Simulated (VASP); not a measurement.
# Ga (Im-3m) in VASP: a series of runs, part 2 of 2

VASP 6.6.1.

## (3) Relaxation of cell and atoms, PBE+D3(BJ)

This run uses another cell than the first one, of 15.04 Å³/atom.

INCAR

```
SYSTEM = Ga
ALGO = Normal
EDIFF = 1E-7
EDIFFG = -0.02
ENCUT = 500
GGA = PE
GGA_COMPAT = .False.
IBRION = 2
ISIF = 3
ISMEAR = -1
IVDW = 12
LASPH = .True.
LCHARG = .False.
LREAL = .False.
LWAVE = .False.
NELM = 120
NELMIN = 4
NSW = 80
PREC = Accurate
SIGMA = 0.1
```

KPOINTS

```
k-points
0
Gamma
  8 8 8
  0 0 0
```

POSCAR

```
Ga
1.0
   -1.5550000000      1.5550000000      1.5550000000
    1.5550000000     -1.5550000000      1.5550000000
    1.5550000000      1.5550000000     -1.5550000000
Ga
1
Direct
    0.0000000000      0.0000000000      0.0000000000
```

Potentials or basis: VASP PAW PBE potentials, release 64 (Ga_d).

On the command line:

```console
$ cat potpaw_PBE.64/Ga_d/POTCAR > POTCAR
$ mpirun -np 1 vasp_std > vasp.out
```

It took 12 s on 1 thread of AMD EPYC 7R43 (Zen 3), shared host; peak memory 0.1 GiB.

Results (log left out):

```yaml
Free_energy: -3.1469 eV
Relaxed_volume: 18.24 Å³/atom
Relaxed_cell: a = 2.872 Å, b = 2.872 Å, c = 2.872 Å, α = 109.47°, β = 109.47°, γ = 109.47°
Space_group_after_relaxing_to_0.1_Å: Im-3m (No. 229)
Energy_gained_by_relaxing: 144.6 meV/atom
Ionic_steps: 3
Pressure_after_relaxing: 0.1 GPa
Band_gap_on_the_k_mesh: zero (an odd number of electrons rules out a gap without spin polarisation)
Dispersion_energy_per_atom: -0.314 eV
```

Step by step:
| step | energy change (eV) | largest force (eV/Å) | pressure (GPa) | volume (Å³) |
| --- | --- | --- | --- | --- |
| 1 | 0.0000 | 0.0000 | 17.18 | 15.04 |
| 2 | -0.1419 | 0.0000 | -1.53 | 18.83 |
| 3 | -0.1446 | 0.0000 | 0.09 | 18.24 |

Final structure:
```cif
data_structure
_symmetry_space_group_name_H-M 'P 1'
_symmetry_Int_Tables_number 1
_cell_length_a 2.8725
_cell_length_b 2.8725
_cell_length_c 2.8725
_cell_angle_alpha 109.471
_cell_angle_beta 109.471
_cell_angle_gamma 109.471
_cell_volume 18.24
loop_
_atom_site_label
_atom_site_type_symbol
_atom_site_fract_x
_atom_site_fract_y
_atom_site_fract_z
_atom_site_occupancy
Ga1 Ga 0.00000 0.00000 0.00000 1
```

Levels at points of the mesh, in eV from the Fermi level:
```
           k point  band 3  band 4  band 5  band 6  band 7  band 8  band 9  band 10
(0.00, 0.00, 0.00)  -15.14  -14.94  -14.94  -11.47   12.81   12.81   12.81    17.34
(0.50, 0.00, 0.00)  -14.95  -14.93  -14.81   -4.67   -4.06    7.04    9.07    11.46
(0.50, 0.50, 0.50)  -14.84  -14.84  -14.84    1.45    1.45    1.45    1.56     5.63
```

Caveat: the volume moved by over 15 % at a fixed basis, so the end points are rough.

## (4) Relaxation of cell and atoms, PBE+D3(BJ), target pressure 10 GPa, at which the enthalpy is minimised

This run uses another cell than the first one, of 15.04 Å³/atom.

INCAR

```
SYSTEM = Ga
PREC = Accurate ; ENCUT = 500
EDIFF = 1E-7 ; ISMEAR = -1
SIGMA = 0.1 ; LREAL = .FALSE.
LASPH = .TRUE. ; NELM = 120
ALGO = Normal ; ISIF = 3
LWAVE = .FALSE. ; LCHARG = .FALSE.
GGA = PE ; IVDW = 12
IBRION = 2 ; NSW = 80
EDIFFG = -0.02 ; PSTRESS = 100.0
GGA_COMPAT = .FALSE. ; NELMIN = 4
```

KPOINTS

```
Automatic mesh
0
G
  8 8 8
  0 0 0
```

POSCAR is that of step 3.

On the command line:

```console
$ cat potpaw_PBE.64/Ga_d/POTCAR > POTCAR
$ mpirun -np 1 vasp_std > vasp.out
```

It took 12 s on 1 thread of AMD EPYC 7R43 (Zen 3), shared host; peak memory 0.1 GiB.

It converged, with:

```
Free energy                                                : -3.0847 eV
Relaxed volume                                             : 16.02 Å³/atom
Relaxed cell                                               : a = 2.751 Å, b = 2.751 Å, c = 2.751 Å, α = 109.47°, β = 109.47°, γ = 109.47°
Space group after relaxing (to 0.1 Å)                      : Im-3m (No. 229)
Energy change on relaxing (the run minimises the enthalpy) : -82.3 meV/atom
Ionic steps                                                : 3
Pressure after relaxing                                    : 10.0 GPa
Band gap on the k mesh                                     : zero (an odd number of electrons rules out a gap without spin polarisation)
Dispersion energy per atom                                 : -0.360 eV
```

Step by step:
```
step  energy change (eV)  largest force (eV/Å)  pressure (GPa)  volume (Å³)
   1              0.0000                0.0000           17.18        15.04
   2             -0.1103                0.0000            6.97        16.56
   3             -0.0823                0.0000            9.96        16.02
```

Final structure:
```yaml
crystal:
  lattice:
    - [-1.58820, 1.58820, 1.58820]
    - [1.58820, -1.58820, 1.58820]
    - [1.58820, 1.58820, -1.58820]
  atoms:
    - { symbol: Ga, position: [0.00000, 0.00000, 0.00000] }
```

Levels at points of the mesh, in eV from the Fermi level:
```
           k point  band 4  band 5  band 6  band 7  band 8  band 9
(0.00, 0.00, 0.00)  -15.06  -15.06  -12.58   14.52   14.52   14.52
(0.50, 0.00, 0.00)  -15.05  -14.88   -4.74   -4.73    7.82    9.82
(0.50, 0.50, 0.50)  -14.93  -14.93    1.47    1.47    1.47    2.74
```

Caveat: the cell is relaxed towards a set pressure, so the run minimises the enthalpy, not the energy.

## (5) Relaxation of cell and atoms, PBE+D3(BJ), target pressure 20 GPa, at which the enthalpy is minimised

This run uses another cell than the first one, of 15.04 Å³/atom.

INCAR

```
SYSTEM = Ga
ALGO = Normal ; EDIFF = 1E-7
EDIFFG = -0.02 ; ENCUT = 500
GGA = PE ; GGA_COMPAT = .FALSE.
IBRION = 2 ; ISIF = 3
ISMEAR = -1 ; IVDW = 12
LASPH = .TRUE. ; LCHARG = .FALSE.
LREAL = .FALSE. ; LWAVE = .FALSE.
NELM = 120 ; NELMIN = 4
NSW = 80 ; PREC = Accurate
PSTRESS = 200.0 ; SIGMA = 0.1
```

KPOINTS

```
k-points
0
G
  8 8 8
  0 0 0
```

POSCAR is that of step 4.

On the command line:

```console
$ cat potpaw_PBE.64/Ga_d/POTCAR > POTCAR
$ mpirun -np 1 vasp_std > vasp.out
```

It took 12 s on 1 thread of AMD EPYC 7R43 (Zen 3), shared host; peak memory 0.1 GiB.

The run converged. Its results:

```
Free energy                                                : -2.9669 eV
Relaxed volume                                             : 14.73 Å³/atom
Relaxed cell                                               : a = 2.675 Å, b = 2.675 Å, c = 2.675 Å, α = 109.47°, β = 109.47°, γ = 109.47°
Space group after relaxing (to 0.1 Å)                      : Im-3m (No. 229)
Energy change on relaxing (the run minimises the enthalpy) : +35.5 meV/atom
Ionic steps                                                : 3
Pressure after relaxing                                    : 20.0 GPa
Band gap on the k mesh                                     : zero (an odd number of electrons rules out a gap without spin polarisation)
Dispersion energy per atom                                 : -0.393 eV
```

The path:
```tsv
step	energy change (eV)	largest force (eV/Å)	pressure (GPa)	volume (Å³)
1	0.0000	0.0000	17.18	15.04
2	0.0704	0.0000	22.60	14.47
3	0.0355	0.0000	20.00	14.73
```

Final structure:
```xyz
1
Lattice="-1.5444 1.5444 1.5444 1.5444 -1.5444 1.5444 1.5444 1.5444 -1.5444" Properties=species:S:1:pos:R:3 pbc="T T T"
Ga    0.0000    0.0000    0.0000
```

Levels at points of the mesh, in eV from the Fermi level:
| k point | band 3 | band 4 | band 5 | band 6 | band 7 | band 8 | band 9 | band 10 |
| --- | --- | --- | --- | --- | --- | --- | --- | --- |
| (0.00, 0.00, 0.00) | -15.48 | -15.15 | -15.15 | -13.35 | 15.76 | 15.76 | 15.76 | 19.17 |
| (0.50, 0.00, 0.00) | -15.17 | -15.14 | -14.94 | -5.20 | -4.76 | 8.38 | 10.33 | 12.72 |
| (0.50, 0.50, 0.50) | -14.99 | -14.99 | -14.99 | 1.49 | 1.49 | 1.49 | 3.61 | 5.87 |

Caveat: the cell is relaxed towards a set pressure, so the run minimises the enthalpy, not the energy.

## (6) Relaxation of cell and atoms, PBE+D3(BJ), target pressure 30 GPa, at which the enthalpy is minimised

This run uses another cell than the first one, of 15.04 Å³/atom.

INCAR

```
ALGO = Normal ; EDIFF = 1E-7
EDIFFG = -0.02 ; ENCUT = 500
GGA = PE ; GGA_COMPAT = F
IBRION = 2 ; ISIF = 3
ISMEAR = -1 ; IVDW = 12
LASPH = T ; LCHARG = F
LREAL = F ; LWAVE = F
NELM = 120 ; NELMIN = 4
NSW = 80 ; PREC = Accurate
PSTRESS = 300.0 ; SIGMA = 0.1
```

KPOINTS

```
k-points
0
Gamma
  8 8 8
```

POSCAR is that of step 5.

Potentials or basis: VASP PAW PBE potentials, release 64 (Ga_d).

On the command line:

```console
$ cat potpaw_PBE.64/Ga_d/POTCAR > POTCAR
$ mpirun -np 1 vasp_std > vasp.out
```

Run time: 16 s. Hardware: 1 thread of AMD EPYC 7R43 (Zen 3), shared host; peak memory 0.1 GiB.

The run converged. Its results:

| Property | Result |
| --- | --- |
| Free energy | -2.8302 eV |
| Relaxed volume | 13.85 Å³/atom |
| Relaxed cell | a = 2.620 Å, b = 2.620 Å, c = 2.620 Å, α = 109.47°, β = 109.47°, γ = 109.47° |
| Space group after relaxing (to 0.1 Å) | Im-3m (No. 229) |
| Energy change on relaxing (the run minimises the enthalpy) | +172.1 meV/atom |
| Ionic steps | 4 |
| Pressure after relaxing | 30.0 GPa |
| Band gap on the k mesh | zero (an odd number of electrons rules out a gap without spin polarisation) |
| Dispersion energy per atom | -0.419 eV |

Step by step:
| step | energy change (eV) | largest force (eV/Å) | pressure (GPa) | volume (Å³) |
| --- | --- | --- | --- | --- |
| 1 | 0.0000 | 0.0000 | 17.18 | 15.04 |
| 2 | 0.4903 | 0.0000 | 51.43 | 12.57 |
| 3 | 0.1679 | 0.0000 | 29.71 | 13.87 |
| 4 | 0.1721 | 0.0000 | 30.02 | 13.85 |

Final structure:
```
Ga
1.0
    -1.51278    1.51278    1.51278
     1.51278   -1.51278    1.51278
     1.51278    1.51278   -1.51278
Ga
1
Direct
  0.00000 0.00000 0.00000
```

Levels at points of the mesh, in eV from the Fermi level:
```tsv
k point	band 4	band 5	band 6	band 7	band 8	band 9
(0.00, 0.00, 0.00)	-15.23	-15.23	-13.96	16.73	16.73	16.73
(0.50, 0.00, 0.00)	-15.22	-14.99	-5.56	-4.78	8.82	10.70
(0.50, 0.50, 0.50)	-15.05	-15.05	1.50	1.50	1.50	4.30
```

Caveat: the cell is relaxed towards a set pressure, so the run minimises the enthalpy, not the energy.

## (7) Summary

| task | cell | gap on the mesh (eV) | pressure (GPa) |
| --- | --- | --- | --- |
| single point | a = 2.877 Å, angles 109.5°, 1 atom | none | 0.1 |
| relaxation of cell and atoms | relaxed from a = 2.693 Å, angles 109.5°, 1 atom | none | 0.1 |
| relaxation of cell and atoms | relaxed to 10 GPa from a = 2.693 Å, angles 109.5°, 1 atom | none | 10.0 |
| relaxation of cell and atoms | relaxed to 20 GPa from a = 2.693 Å, angles 109.5°, 1 atom | none | 20.0 |
| relaxation of cell and atoms | relaxed to 30 GPa from a = 2.693 Å, angles 109.5°, 1 atom | none | 30.0 |

Alike in all rows: level PBE+D3(BJ); potentials or basis VASP PAW PBE potentials, release 64 (Ga_d); no spin polarisation; k mesh 8 × 8 × 8; cutoff (eV) 500; smearing fermi-dirac 0.1 eV.

Caveats: the cell is relaxed towards a set pressure, so the run minimises the enthalpy, not the energy (at least some runs); the volume moved by over 15 % at a fixed basis, so the end points are rough (at least some runs).

Absolute energies hang on the potentials; compare differences alone.
